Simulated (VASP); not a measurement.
# Li3H8 (R-3m) in VASP: relaxation of cell and atoms with PBE

Aim: the relaxation of cell and atoms of Li3H8 with PBE.

All numbers are computed with VASP 6.6.1; they aren't measurements. Logs are shortened: lines on timing, memory, paths and dates and some standing lists are left out, and cuts for length are marked.

## Step 1: The cell of the first run

Symmetry: R-3m, No. 166, trigonal system. Conventional cell: a = 6.052 Å, b = 6.052 Å, c = 16.108 Å, α = 90.00°, β = 90.00°, γ = 120.00°. Within 1.9 Å of Li (site symmetry 3m) lie 1 Li at 1.39 Å. Li (site symmetry -3m) has 20 H at 3.03 to 3.97 Å and 6 Li at 4.02 Å within 4.1 Å. H (site symmetry 2/m) has 2 H at 1.92 Å within 2.6 Å. H (site symmetry 3m) has 6 H at 1.92 to 2.56 Å within 2.6 Å. H (site symmetry 2/m) has 10 H at 2.56 to 3.20 Å and 4 Li at 2.65 to 3.03 Å within 3.4 Å.

The cell was built from a structure type or drawn by symmetry, and may not be a known phase.

## Step 2: Relaxation of cell and atoms, PBE

INCAR

```
SYSTEM = Li3H8
ALGO = Normal
EDIFF = 1E-7
EDIFFG = -0.04
ENCUT = 910
GGA = PE
GGA_COMPAT = .FALSE.
IBRION = 2
ISIF = 3
ISMEAR = 0
LASPH = .TRUE.
LCHARG = .FALSE.
LREAL = .FALSE.
LWAVE = .FALSE.
NELM = 120
NELMIN = 4
NSW = 90
PREC = Accurate
SIGMA = 0.1
```

KPOINTS

```
k-points
0
G
  6 6 6
  0 0 0
```

POSCAR

```
Li3H8
1.0
    3.0259318500      1.7470225700      5.3694405400
   -3.0259318500      1.7470225700      5.3694405400
    0.0000000000     -3.4940451400      5.3694405400
Li H
3 8
Direct
    0.5432571900      0.5432571900      0.5432571900
    0.4567428100      0.4567428100      0.4567428100
    0.0000000000      0.0000000000      0.0000000000
    0.0000000000      0.0000000000      0.5000000000
    0.5000000000      0.0000000000      0.0000000000
    0.0000000000      0.5000000000      0.0000000000
    0.7832253300      0.7832253300      0.7832253300
    0.2167746700      0.2167746700      0.2167746700
    0.5000000000      0.5000000000      0.0000000000
    0.0000000000      0.5000000000      0.5000000000
    0.5000000000      0.0000000000      0.5000000000
```

Potentials or basis: VASP PAW PBE potentials, release 64 (Li_sv, H_h).

Run with:

```
$ cat potpaw_PBE.64/Li_sv/POTCAR potpaw_PBE.64/H_h/POTCAR > POTCAR
$ mpirun -np 1 vasp_std > vasp.out
```

OUTCAR:

```text
SYSTEM = Li3H8
   EDIFF = 1E-7
   EDIFFG = -0.04
   ENCUT = 910
   GGA = PE
   IBRION = 2
   ISIF = 3
   ISMEAR = 0
   LASPH = .TRUE.
   LREAL = .FALSE.
   NELM = 120
   NELMIN = 4
   NSW = 90
   PREC = Accurate

 ion  position               nearest neighbor table
   1  0.543  0.543  0.543-   2 1.39
   2  0.457  0.457  0.457-   1 1.39
   3  0.000  0.000  0.000-
   4  0.000  0.000  0.500-
   5  0.500  0.000  0.000-
   6  0.000  0.500  0.000-
   7  0.783  0.783  0.783-
   8  0.217  0.217  0.217-
   9  0.500  0.500  0.000-
  10  0.000  0.500  0.500-
  11  0.500  0.000  0.500-

  LATTYP: Found a trigonal (rhomboedric) cell.
 ALAT       =     6.4061878784
 COS(alpha) =     0.5537800956

  Lattice vectors:

 A1 = (   3.0259318500,   1.7470225700,   5.3694405400)
 A2 = (  -3.0259318500,   1.7470225700,   5.3694405400)
 A3 = (   0.0000000000,  -3.4940451400,   5.3694405400)

Analysis of symmetry for initial positions (statically):
=====================================================================
 Subroutine PRICEL returns:
 Original cell was already a primitive cell.

 Routine SETGRP: Setting up the symmetry group for a
 trigonal (rhombohedral) supercell.

 Subroutine GETGRP returns: Found 12 space group operations
 (whereof 12 operations were pure point group operations)
 out of a pool of 12 trial point group operations.

The static configuration has the point symmetry D_3d.

Analysis of symmetry for dynamics (positions and initial velocities):
=====================================================================
 Subroutine PRICEL returns:
 Original cell was already a primitive cell.

 Routine SETGRP: Setting up the symmetry group for a
 trigonal (rhombohedral) supercell.

 Subroutine GETGRP returns: Found 12 space group operations
 (whereof 12 operations were pure point group operations)
 out of a pool of 12 trial point group operations.

The dynamic configuration has the point symmetry D_3d.

 Subroutine INISYM returns: Found 12 space group operations
 (whereof 12 operations are pure point group operations),
 and found     1 'primitive' translations

----------------------------------------------------------------------------------------

                                     Primitive cell

  volume of cell :     170.3091

  direct lattice vectors                    reciprocal lattice vectors
     3.025931850  1.747022570  5.369440540     0.165238355  0.095400408  0.062079714
    -3.025931850  1.747022570  5.369440540    -0.165238355  0.095400408  0.062079714
     0.000000000 -3.494045140  5.369440540     0.000000000 -0.190800817  0.062079714

  length of vectors
     6.406187878  6.406187878  6.406187880     0.200646063  0.200646063  0.200646063

  position of ions in fractional coordinates (direct lattice)
     0.543257190  0.543257190  0.543257190
     0.456742810  0.456742810  0.456742810
     0.000000000  0.000000000  0.000000000
     0.000000000  0.000000000  0.500000000
     0.500000000  1.000000000  0.000000000
     1.000000000  0.500000000  0.000000000
     0.783225330  0.783225330  0.783225330
     0.216774670  0.216774670  0.216774670
     0.500000000  0.500000000  0.000000000
     0.000000000  0.500000000  0.500000000
     0.500000000  0.000000000  0.500000000

  ion indices of the primitive-cell ions
   primitive index   ion index
                 1           1
                 2           2
                 3           3
                 4           4
                 5           5
                 6           6
                 7           7
                 8           8
                 9           9
                10          10
                11          11

----------------------------------------------------------------------------------------

 KPOINTS: k-points

Automatic generation of k-mesh.
 Grid dimensions read from file:
 generate k-points for:    6    6    6

 Generating k-lattice:

  Cartesian coordinates                     Fractional coordinates (reciprocal lattice)
     0.027539726  0.015900068  0.010346619     0.166666667  0.000000000  0.000000000
    -0.027539726  0.015900068  0.010346619     0.000000000  0.166666667  0.000000000
     0.000000000 -0.031800136  0.010346619     0.000000000  0.000000000  0.166666667

  Length of vectors
     0.033441011  0.033441011  0.033441010

  Shift w.r.t. Gamma in fractional coordinates (k-lattice)
     0.000000000  0.000000000  0.000000000

 Subroutine IBZKPT returns following result:
 ===========================================

 Found     32 irreducible k-points:

 Following reciprocal coordinates:
            Coordinates               Weight
  0.000000  0.000000  0.000000      1.000000
  0.166667  0.000000 -0.000000      6.000000
  0.333333  0.000000 -0.000000      6.000000
  0.500000 -0.000000  0.000000      3.000000
  0.166667  0.166667 -0.000000      6.000000
  0.333333  0.166667 -0.000000     12.000000
[... 16 lines left out ...]
  0.500000  0.500000  0.166667      6.000000
 -0.333333  0.500000  0.166667     12.000000
 [... further k-points ...]
   k-points           NKPTS =     32   k-points in BZ     NKDIM =     32   number of bands    NBANDS=     14
   number of dos      NEDOS =    301   number of ions     NIONS =     11
   total plane-waves  NPLWV = 262144
   dimension x,y,z NGX =    64 NGY =   64 NGZ =   64
   dimension x,y,z NGXF=   128 NGYF=  128 NGZF=  128
   ions per type =               3   8
   NGX,Y,Z   is equivalent  to a cutoff of  16.61, 16.61, 16.61 a.u.
   NGXF,Y,Z  is equivalent  to a cutoff of  33.22, 33.22, 33.22 a.u.
 SYSTEM =  Li3H8
   PREC   = accura    normal or accurate (medium, high low for compatibility)
   ISTART =      0    job   : 0-new  1-cont  2-samecut
   ICHARG =      2    charge: 1-file 2-atom 10-const
   ISPIN  =      1    spin polarized calculation?
   LNONCOLLINEAR =      F non collinear calculations
   LSORBIT =      F    spin-orbit coupling
   LASPH  =      T    aspherical Exc in radial PAW
   ENCUT  =  910.0 eV  66.88 Ry    8.18 a.u.  15.76 15.76 15.76*2*pi/ulx,y,z
   NELM   =    120;   NELMIN=  4; NELMDL= -5     # of ELM steps
   EDIFF  = 0.1E-06   stopping-criterion for ELM
   LREAL  =      F    real-space projection
   EDIFFG = -.4E-01   stopping-criterion for IOM
   NSW    =     90    number of steps for IOM
   IBRION =      2    ionic relax: 0-MD 1-quasi-New 2-CG
   NFREE  =      1    steps in history (QN), initial steepest desc. (CG)
   ISIF   =      3    stress and relaxation
   ISYM   =      2    0-nonsym 1-usesym 2-fastsym
   POTIM  = 0.5000    time-step for ionic-motion
   TEBEG  =    0.0;   TEEND  =   0.0 temperature during run
   PSTRESS=    0.0 pullay stress
   NELECT =      17.0000    total number of electrons
   NUPDOWN=      -1.0000    fix difference up-down
   EMIN   =  10.00;   EMAX   =-10.00  energy-range for DOS
   EFERMI =   0.00;   METHOD = LEGACY
   ISMEAR =     0;   SIGMA  =   0.10  broadening in eV -4-tet -1-fermi 0-gaus
   EFERMI_NEDOS =   21; number of points for ismear=-14 and -15
   IALGO  =     38    algorithm
   IMIX   =      4    mixing-type and parameters
     AMIX     =   0.40;   BMIX     =  1.00
     AMIX_MAG =   1.60;   BMIX_MAG =  1.00
  volume/ion in A,a.u.               =      15.48       104.48
  Fermi-wavevector in a.u.,A,eV,Ry     =   0.759414  1.435084  7.846607  0.576709
  Thomas-Fermi vector in A             =   1.858203
   LORBIT       =      0    0 simple, 1 ext, 2 COOP (PROOUT), +10 PAW based schemes
   GGA     = PE    functional components
   LHFCALC =     F    Hartree Fock is set to
   AEXX    =    0.0000 exact exchange contribution
   IVDW    =     0    specifies the selected vdW correction
   LEPSILON=     F    determine dielectric tensor
   LRPA    =     F    only Hartree local field effects (RPA)
 conjugate gradient relaxation of ions
 non-spin polarized calculation
 Gauss-broadening in eV      SIGMA  =   0.10
  energy-cutoff  :      910.00
  volume of cell :      170.31
 maximum number of plane-waves:     10652
   NGX = 31   NGY = 31   NGZ = 31

--------------------------------------- Ionic step        1  -------------------------------------------

 number of electron      16.9999999 magnetization

 Free energy of the ion-electron system (eV)
  ---------------------------------------------------
  ext. energy  EPLUGINS =         0.00000000
  ---------------------------------------------------
  free energy    TOTEN  =       -17.99988520 eV

  energy without entropy =      -17.98361301  energy(sigma->0) =      -17.99174911

------------------------ aborting loop because EDIFF is reached ----------------------------------------

  FORCE on cell =-STRESS in cart. coord.  units (eV):
  Direction    XX          YY          ZZ          XY          YZ          ZX
  --------------------------------------------------------------------------------------
  -------------------------------------------------------------------------------------
  Total      -11.5945900    -11.5945900     -1.2637934     -0.0000000      0.0000000      0.0000000
  in kB     -109.0757057   -109.0757059    -11.8890928     -0.0000000      0.0000000      0.0000000
  external PRESSURE =     -76.6801682 kB  Pullay stress =       0.0000000 kB
[... 116 lines left out ...]
  FREE ENERGIE OF THE ION-ELECTRON SYSTEM (eV)
  ---------------------------------------------------
  free  energy   TOTEN  =       -24.8766560204 eV

  energy  without entropy=      -24.8614562774  energy(sigma->0) =      -24.86905615

 E-fermi :  -0.0044     XC(G=0):  -8.2528

 val. band max:       -0.0120253765   @ k =  -0.3333   0.1667   0.1667
 cond. band min:       0.0329874692   @ k =   0.3333   0.1667   0.1667
 fundamental gap:      0.0450128457
 Fermi energy:        -0.0044474224

 k-point     1 :       0.0000    0.0000    0.0000
  band No.  band energies     occupation
      1     -45.4246      2.00000
      2     -45.1736      2.00000
      3     -45.1540      2.00000
      4      -9.3331      2.00000
      5      -4.6286      2.00000
      6      -1.6306      2.00000
      7      -0.5525      2.00000
      8      -0.5525      2.00000
      9       0.6241      0.00000
     10       0.6241      0.00000
     11       2.5065      0.00000
     12       4.5677      0.00000
     13       4.5677      0.00000
     14       5.6953      0.00000
[... 377 lines left out ...]
      1     -45.4227      2.00000
      2     -45.1718      2.00000
      3     -45.1573      2.00000
      4      -7.8182      2.00000
      5      -6.0582      2.00000
      6      -3.9532      2.00000
      7      -2.7099      2.00000
      8      -1.3386      2.00000
      9      -0.0536      1.51281
     10       3.2470      0.00000
     11       5.3560      0.00000
     12       5.9218      0.00000
     13       6.4279      0.00000
     14       7.8595      0.00000

 [... further k-points ...]

[... ionic steps 4 to 13 ...]

--------------------------------------- Ionic step       14  -------------------------------------------

 number of electron      17.0000000 magnetization

------------------------ aborting loop because EDIFF is reached ----------------------------------------
[... 85 lines left out ...]
--------------------------------------- Ionic step       16  -------------------------------------------

 number of electron      17.0000000 magnetization

 Free energy of the ion-electron system (eV)
  ---------------------------------------------------
  ext. energy  EPLUGINS =         0.00000000
  ---------------------------------------------------
  free energy    TOTEN  =       -28.91838738 eV

  energy without entropy =      -28.90590498  energy(sigma->0) =      -28.91214618

 E-fermi :   0.3098     XC(G=0):  -8.3699

 val. band max:        0.3089773117   @ k =   0.5000   0.3333   0.1667
 cond. band min:       0.3193334202   @ k =  -0.3333   0.1667   0.1667
 fundamental gap:      0.0103561085
 Fermi energy:         0.3097558240

 k-point     1 :       0.0000    0.0000    0.0000
  band No.  band energies     occupation
      1     -45.1207      2.00000
      2     -45.0793      2.00000
      3     -45.0663      2.00000
      4      -9.5508      2.00000
      5      -4.8363      2.00000
      6      -1.1515      2.00000
      7      -0.1502      2.00000
      8      -0.1502      2.00000
      9       1.0824      0.00000
     10       1.0824      0.00000
     11       2.2393      0.00000
     12       5.0175      0.00000
     13       5.0175      0.00000
     14       6.1883      0.00000
[... 377 lines left out ...]
      1     -45.1029      2.00000
      2     -45.0883      2.00000
      3     -45.0744      2.00000
      4      -7.9593      2.00000
      5      -6.0637      2.00000
      6      -3.9477      2.00000
      7      -2.5280      2.00000
      8      -1.1312      2.00000
      9       0.2024      1.87117
     10       3.8355      0.00000
     11       5.6615      0.00000
     12       5.9947      0.00000
     13       6.6209      0.00000
     14       8.0756      0.00000

 [... further k-points ...]

------------------------ aborting loop because EDIFF is reached ----------------------------------------

  FORCE on cell =-STRESS in cart. coord.  units (eV):
  Direction    XX          YY          ZZ          XY          YZ          ZX
  --------------------------------------------------------------------------------------
  -------------------------------------------------------------------------------------
  Total        0.0677829      0.0677829      0.2977168      0.0000000      0.0000000      0.0000000
  in kB        1.4293453      1.4293453      6.2779881      0.0000000      0.0000000      0.0000000
  external PRESSURE =       3.0455596 kB  Pullay stress =       0.0000000 kB
[... 26 lines left out ...]
  FREE ENERGIE OF THE ION-ELECTRON SYSTEM (eV)
  ---------------------------------------------------
  free  energy   TOTEN  =       -28.9183873815 eV

  energy  without entropy=      -28.9059049840  energy(sigma->0) =      -28.91214618

 reached required accuracy - stopping structural energy minimisation
```

Wall time 30 min (1 thread of Intel Xeon 6975P-C (Granite Rapids), shared host); peak memory 0.7 GiB.

What came out:

```yaml
Free_energy: -28.9184 eV
Relaxed_volume: 6.91 Å³/atom
Relaxed_cell: a = 5.531 Å, b = 5.531 Å, c = 5.531 Å, α = 44.64°, β = 44.64°, γ = 44.64°
Space_group_after_relaxing_to_0.1_Å: R-3m (No. 166)
Energy_gained_by_relaxing: 992.6 meV/atom
Ionic_steps: 16
Pressure_after_relaxing: 0.3 GPa
Largest_force_after_relaxing: 0.005 eV/Å
Band_gap_on_the_k_mesh: zero (an odd number of electrons rules out a gap without spin polarisation)
```

Forces on the atoms (eV/Å):
```
Li   0.000  0.000 -0.003
Li   0.000  0.000  0.003
Li   0.000  0.000  0.000
H    0.000  0.000  0.000
H    0.000  0.000  0.000
H    0.000  0.000  0.000
H    0.000  0.000  0.005
H    0.000  0.000 -0.005
H    0.000  0.000  0.000
H    0.000  0.000  0.000
H    0.000  0.000  0.000
```

Step by step:
```csv
step,energy change (eV),largest force (eV/Å),pressure (GPa),volume (Å³)
1,0.0000,6.7238,-7.67,170.31
2,-4.0925,2.7179,-9.00,152.58
3,-6.8768,1.5228,-8.99,133.68
4,-8.5046,1.6577,0.36,99.91
5,-8.7026,1.6504,-4.65,109.96
6,-8.7269,1.6541,-3.88,108.00
7,-9.2995,1.3825,-2.65,101.06
8,-10.0618,1.7821,3.39,82.05
9,-10.5783,1.0082,0.32,81.31
10,-10.6794,0.6566,-1.36,80.83
11,-10.8185,0.4213,-1.15,79.05
12,-10.8968,0.2113,-0.65,76.68
13,-10.8972,0.2417,-0.60,76.51
14,-10.9157,0.0154,0.43,75.43
15,-10.9158,0.0055,0.52,75.33
16,-10.9185,0.0053,0.30,75.98
```

Final structure:
```
Li H
1.0
     2.10062    1.21279    4.97059
    -2.10062    1.21279    4.97059
     0.00000   -2.42559    4.97059
Li H
3 8
Direct
  0.58528 0.58528 0.58528
  0.41472 0.41472 0.41472
  0.00000 0.00000 0.00000
  0.00000 0.00000 0.50000
  0.50000 0.00000 0.00000
  0.00000 0.50000 0.00000
  0.83297 0.83297 0.83297
  0.16703 0.16703 0.16703
  0.50000 0.50000 0.00000
  0.00000 0.50000 0.50000
  0.50000 0.00000 0.50000
```

Caveat: the volume moved by over 15 % at a fixed basis, so the end points are rough.
